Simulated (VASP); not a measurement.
A run of VASP 6.6.1 is set up as follows.

The input POSCAR:

```
GaP
1.0
    0.0000000000      2.7253992887      2.7253992887
    2.7253992887      0.0000000000      2.7253992887
    2.7253992887      2.7253992887      0.0000000000
Ga P
1 1
Direct
    0.0000000000      0.0000000000      0.0000000000
    0.2500000000      0.2500000000      0.2500000000
```

The input INCAR.step1:

```
PREC = Accurate
ENCUT = 400
EDIFF = 1E-5
ISMEAR = 0
SIGMA = 0.01
LREAL = False
LASPH = True
NELM = 120
ALGO = Normal
ISIF = 2
LWAVE = True
NBANDS = 16
GGA = PE
GGA_COMPAT = False
```

INCAR.step2

```
PREC = Accurate
ENCUT = 400
EDIFF = 1E-6
ISMEAR = 0
SIGMA = 0.01
LREAL = False
LASPH = True
NELM = 120
ALGO = Normal
ISIF = 2
LWAVE = False
LCHARG = True
GGA = PE
LHFCALC = True
HFSCREEN = 0.2079
PRECFOCK = Normal
LELF = True
LVHAR = True
NBANDS = 16
ISTART = 1
GGA_COMPAT = False
```

KPOINTS

```
regular mesh
0
Gamma
  6 6 6
```

Potentials or basis: VASP PAW PBE potentials, release 64 (Ga_d, P).

Command:

```bash
$ cat potpaw_PBE.64/Ga_d/POTCAR potpaw_PBE.64/P/POTCAR > POTCAR
$ cp INCAR.step1 INCAR
$ mpirun -np 1 vasp_std > vasp.out
$ cp INCAR.step2 INCAR
$ mpirun -np 1 vasp_std > vasp.out
```

Question: What does it give for the band gap on the k mesh?

Answer: 2.29 eV (least direct gap 2.79 eV).

Question: Predict the pressure.

Answer: 0.3 GPa.

Caveat: the PAW data sets were made with another functional, which shifts forces and pressure a little. A k mesh can miss the band edges.
